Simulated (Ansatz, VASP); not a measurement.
**AlN in VASP and in Ansatz**

```
Al N
1.0
    -3.13024    0.00000    0.00000
     0.00000    5.42173    0.00000
     1.56512   -2.71087   -5.01798
Al N
4 4
Direct
  0.99925 0.33128 0.99850
  0.49902 0.83366 0.99804
  0.24951 0.91615 0.49901
  0.74877 0.41545 0.49753
  0.80452 0.13823 0.60904
  0.31221 0.64516 0.62441
  0.05836 0.73886 0.11673
  0.55836 0.21120 0.11673
```

Change from the starting cell: mode 23 (707.6 1/cm) frozen in, largest displacement +0.075 Å.

Alike in both runs: task single point; functional PBE; k mesh 8 × 8 × 8; occupations gaussian, width 0.05 eV; no spin polarisation.

|  | VASP | Ansatz |
| --- | --- | --- |
| version | VASP 6.6.1 | Ansatz 0.2.0 |
| potentials or method | VASP PAW PBE potentials, release 64 (Al, N), cutoff 520 eV | scalar-relativistic, plane waves, PAW |
| valence electrons in the cell | 32 | 32 |

```tsv
	VASP	Ansatz	Ansatz less VASP
gap on the k mesh at the Fermi level (eV)	3.99	3.98	-0.008
least direct gap on the mesh (eV)	3.99	3.98	-0.008
pressure (GPa)	0.3	0.6	+0.27
traceless stress, the component that is largest in VASP (GPa)	-0.37	-0.37	+0.002
rms of the force components (eV/Å)	0.650	0.648	-0.0015
```

Atom by atom the forces differ by 0.002 eV/Å (rms over components). The functional is the same, so the differences come from potentials, cutoffs and numerics.
